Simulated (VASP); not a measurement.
A run of VASP 6.6.1 is set up as follows.

Contents of INCAR:

```
SYSTEM = Ti3CN3
PREC = Accurate
ENCUT = 520
EDIFF = 1E-7
ISMEAR = 0
SIGMA = 0.1
LREAL = .FALSE.
LASPH = .TRUE.
NELM = 80
ALGO = Normal
ISIF = 2
LWAVE = .FALSE.
LCHARG = .FALSE.
LDIPOL = .TRUE.
IDIPOL = 3
DIPOL = 0.5 0.5 0.357
GGA = PE
IBRION = 2
NSW = 36
EDIFFG = -0.025
KPAR = 4
```

File KPOINTS:

```
Automatic mesh
0
G
  9 9 1
  0 0 0
```

Contents of POSCAR:

```
Ti3CN3
1.0
    3.0028555065      0.0000000000      0.0000000000
   -1.5014277533      2.6005491526      0.0000000000
    0.0000000000      0.0000000000     21.5541471875
N Ti C
3 3 1
Selective dynamics
Direct
    0.3333333333      0.6666666667      0.1855791354  F F F
    0.0000000000      0.0000000000      0.2993308526  F F F
    0.6666666667      0.3333333333      0.4147299349  F F F
    0.6666666667      0.3333333333      0.2424549940  F F F
    0.3333333333      0.6666666667      0.3575097833  F F F
    0.0000000000      0.0000000000      0.4664599856  F F F
    0.5000000000      0.3333333333      0.5341963701  F F T
```

Potentials or basis: VASP PAW PBE potentials, release 64 (N, Ti_sv, C).

The run is started by

```bash
$ cat potpaw_PBE.64/N/POTCAR potpaw_PBE.64/Ti_sv/POTCAR potpaw_PBE.64/C/POTCAR > POTCAR
$ mpirun -np 4 vasp_std > vasp.out
```

(1) What does it give for the energy gained by relaxing?

(2) Estimate the band gap on the k mesh.

Results:

(1) 7.7 meV/atom.

(2) zero (an odd number of electrons rules out a gap without spin polarisation).
